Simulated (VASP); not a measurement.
A run of VASP 6.6.1 is set up as follows.

Contents of INCAR:

```
SYSTEM = WC
ALGO = Normal
EDIFF = 1E-8
ENCUT = 520
GGA = PS
ISIF = 2
ISMEAR = -1
LASPH = .TRUE.
LCHARG = .FALSE.
LEFG = .TRUE.
LREAL = .FALSE.
LWAVE = .FALSE.
NBANDS = 16
NELM = 80
PREC = Accurate
SIGMA = 0.05
```

The input KPOINTS:

```
k-points
0
G
  13 13 12
  0 0 0
```

The input POSCAR:

```
WC
1.0
    2.9585114647      0.0000000000      0.0000000000
   -1.4792557324      2.5621460858      0.0000000000
    0.0000000000      0.0000000000      2.8290000000
W C
1 1
Direct
    0.0000000000      0.0000000000      0.0000000000
    0.6666666667      0.3333333333      0.5000000000
```

Potentials or basis: VASP PAW PBE potentials, release 64 (W_sv, C).

The run is started by

```console
$ cat potpaw_PBE.64/W_sv/POTCAR potpaw_PBE.64/C/POTCAR > POTCAR
$ mpirun -np 1 vasp_std > vasp.out
```

(1) Predict the pressure.

(2) What does it give for the band gap on the k mesh?

Results:

(1) -13.7 GPa.

(2) zero (band 9 reaches 11.13 eV, above the bottom of band 10 at 9.93 eV).

Caveat: the cell differs from its parent crystal (equal xx and yy strain of +2 %); without QUAD_EFG the Cq values of the log hold for a quadrupole moment of 1 mb, not for the nuclei; the PAW data sets were made with another functional, which shifts forces and pressure a little; spin-orbit coupling is left out, which moves the levels of the heavy elements.
